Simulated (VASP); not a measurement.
# Sn (Fd-3m) in VASP: notebook, part 2 of 2

VASP 6.6.1.

### 3 Single point, PBE (34.68 Å³/atom)

This run uses another cell than the first one, of 34.68 Å³/atom.

File INCAR:

```
SYSTEM = Sn
  PREC = Accurate
  ENCUT = 520
  EDIFF = 1E-7
  ISMEAR = 0
  SIGMA = 0.05
  LREAL = .FALSE.
  LASPH = .TRUE.
  NELM = 80
  ALGO = Normal
  ISIF = 2
  LWAVE = .FALSE.
  LCHARG = .FALSE.
  GGA = PE
  NBANDS = 21
```

File KPOINTS:

```
regular mesh
0
G
  6 6 6
  0 0 0
```

File POSCAR:

```
Sn
1.0
    0.0000000000      3.2610710593      3.2610710593
    3.2610710593      0.0000000000      3.2610710593
    3.2610710593      3.2610710593      0.0000000000
Sn
2
Direct
    0.0000000000      0.0000000000      0.0000000000
    0.2500000000      0.2500000000      0.2500000000
```

Potentials or basis: VASP PAW PBE potentials, release 64 (Sn_d).

The run is started by

```console
cat potpaw_PBE.64/Sn_d/POTCAR > POTCAR
mpirun -np 1 vasp_std > vasp.out
```

OUTCAR:

```text
SYSTEM = Sn
   PREC = Accurate
   ENCUT = 520
   EDIFF = 1E-7
   ISMEAR = 0
   LREAL = .FALSE.
   LASPH = .TRUE.
   NELM = 80
   ISIF = 2
   GGA = PE

 ion  position               nearest neighbor table
   1  0.000  0.000  0.000-   2 2.82   2 2.82   2 2.82   2 2.82
   2  0.250  0.250  0.250-   1 2.82   1 2.82   1 2.82   1 2.82

  LATTYP: Found a face centered cubic cell.
 ALAT       =     6.5221421186

  Lattice vectors:

 A1 = (   0.0000000000,   3.2610710593,   3.2610710593)
 A2 = (   3.2610710593,   0.0000000000,   3.2610710593)
 A3 = (   3.2610710593,   3.2610710593,   0.0000000000)

Analysis of symmetry for initial positions (statically):
=====================================================================
 Subroutine PRICEL returns:
 Original cell was already a primitive cell.

 Routine SETGRP: Setting up the symmetry group for a
 face centered cubic supercell.

 Subroutine GETGRP returns: Found 48 space group operations
 (whereof 24 operations were pure point group operations)
 out of a pool of 48 trial point group operations.

The static configuration has the point symmetry T_d .
 The point group associated with its full space group is O_h .
[... 150 lines left out ...]
  free energy    TOTEN  =        -7.62725902 eV

  energy without entropy =       -7.62673560  energy(sigma->0) =       -7.62699731

 E-fermi :   5.4538     XC(G=0):  -8.8044

 val. band max:        5.1420866214   @ k =   0.1667   0.0000   0.0000
 cond. band min:       5.4538567654   @ k =   0.5000   0.0000   0.0000
 fundamental gap:      0.3117701439
 Fermi energy:         5.4538379878

 k-point     1 :       0.0000    0.0000    0.0000
  band No.  band energies     occupation
      1     -16.1621      2.00000
      2     -16.1621      2.00000
      3     -16.1621      2.00000
      4     -16.1047      2.00000
      5     -16.1047      2.00000
      6     -15.8078      2.00000
[... 373 lines left out ...]
     20      14.4624      0.00000
     21      15.6607      0.00000

------------------------ aborting loop because EDIFF is reached ----------------------------------------

  FORCE on cell =-STRESS in cart. coord.  units (eV):
  Direction    XX          YY          ZZ          XY          YZ          ZX
  --------------------------------------------------------------------------------------
  -------------------------------------------------------------------------------------
  Total        1.0919815      1.0919815      1.0919815     -0.0000000      0.0000000      0.0000000
  in kB       25.2240650     25.2240650     25.2240650     -0.0000000      0.0000000      0.0000000
  external PRESSURE =      25.2240650 kB  Pullay stress =       0.0000000 kB

 VOLUME and BASIS-vectors are now :
 -----------------------------------------------------------------------------
  energy-cutoff  :      520.00
  volume of cell :       69.36
      direct lattice vectors                 reciprocal lattice vectors
     0.000000000  3.261071059  3.261071059    -0.153323859  0.153323859  0.153323859
     3.261071059  0.000000000  3.261071059     0.153323859 -0.153323859  0.153323859
     3.261071059  3.261071059  0.000000000     0.153323859  0.153323859 -0.153323859

 POSITION                                       TOTAL-FORCE (eV/Angst)
 -----------------------------------------------------------------------------------
      0.00000      0.00000      0.00000         0.000000     -0.000000     -0.000000
      1.63054      1.63054      1.63054        -0.000000      0.000000      0.000000
 -----------------------------------------------------------------------------------
    total drift:                                0.000000      0.000000      0.000000

  FREE ENERGIE OF THE ION-ELECTRON SYSTEM (eV)
  ---------------------------------------------------
  free  energy   TOTEN  =        -7.6272590245 eV

  energy  without entropy=       -7.6267355965  energy(sigma->0) =       -7.62699731
```

Run time: 14 s. Hardware: 1 thread of AMD EPYC 9R45 (Zen 5), shared host; peak memory 0.17 GiB.

Results:

- Free energy: -7.6273 eV
- Pressure: 2.5 GPa
- Band gap on the k mesh: zero (bands 14 and 15 overlap by 0.12 eV)

Caveat: spin-orbit coupling is left out, which moves the levels of the heavy elements.

The gap in the log of VASP goes by the Fermi energy; the results here count the filled bands.